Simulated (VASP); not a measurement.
# Co: single point with RPBE

Co:

```
CELL_PARAMETERS angstrom
0.00000 2.66845 2.66845
2.66845 0.00000 2.66845
2.66845 2.66845 0.00000
ATOMIC_POSITIONS crystal
Co 0.12500 0.12500 0.12500
Co 0.87500 0.87500 0.87500
```

This isn't the form of Co at room conditions, which is hcp.

```
Program                : VASP 6.6.1
Task                   : single point
Functional             : RPBE
Potentials or basis    : VASP PAW PBE potentials, release 64 (Co)
Cutoff                 : 520 eV
k mesh                 : 12 × 12 × 12
Occupations            : fermi-dirac, width 0.05 eV
Spin                   : collinear spin, ferromagnetic start
Starting moments       : [1.79, 1.79] μB
Dipole correction      : no
Further INCAR settings : ALGO = Normal; EDIFF = 1e-06; NBANDS = 20
```

```json
{
 "Pressure": "-8.0 GPa",
 "Net moment": "3.57 μB per cell",
 "Site moments": "Co +1.81 μB",
 "Valence electrons inside the program's atomic spheres": "Co 8.01"
}
```

Levels at points of the mesh, in eV from the Fermi level:
Spin up:
| k point | band 7 | band 8 | band 9 | band 10 | band 11 | band 12 | band 13 | band 14 | band 15 | band 16 |
| --- | --- | --- | --- | --- | --- | --- | --- | --- | --- | --- |
| (0.00, 0.00, 0.00) | -1.69 | -1.69 | -1.69 | -1.01 | -1.01 | 10.73 | 10.73 | 10.73 | 11.31 | 11.31 |
| (0.50, 0.00, 0.00) | -1.53 | -1.53 | -1.10 | -1.01 | -1.01 | 0.22 | 7.85 | 7.85 | 11.45 | 11.67 |
| (0.50, 0.50, 0.00) | -2.03 | -2.03 | -0.88 | -0.88 | 0.83 | 0.83 | 4.24 | 4.24 | 8.58 | 8.58 |
Spin down:
```csv
k point,band 3,band 4,band 5,band 6,band 7,band 8,band 9,band 10,band 11,band 12
"(0.00, 0.00, 0.00)",-1.44,-1.44,-1.32,-1.32,0.05,0.05,0.05,1.21,1.21,11.10
"(0.50, 0.00, 0.00)",-1.38,-1.38,-1.26,-1.26,-1.06,0.50,0.50,0.95,0.95,1.77
"(0.50, 0.50, 0.00)",-1.37,-1.37,-1.31,-1.31,-0.01,-0.01,1.07,1.07,2.07,2.07
```

It took 2.6 min on 1 thread of Intel Xeon 8259CL, with other jobs on the host, peak memory 0.22 GiB.

Caveat: the cell stands under tension; the PAW data sets were made with another functional, which shifts forces and pressure a little.
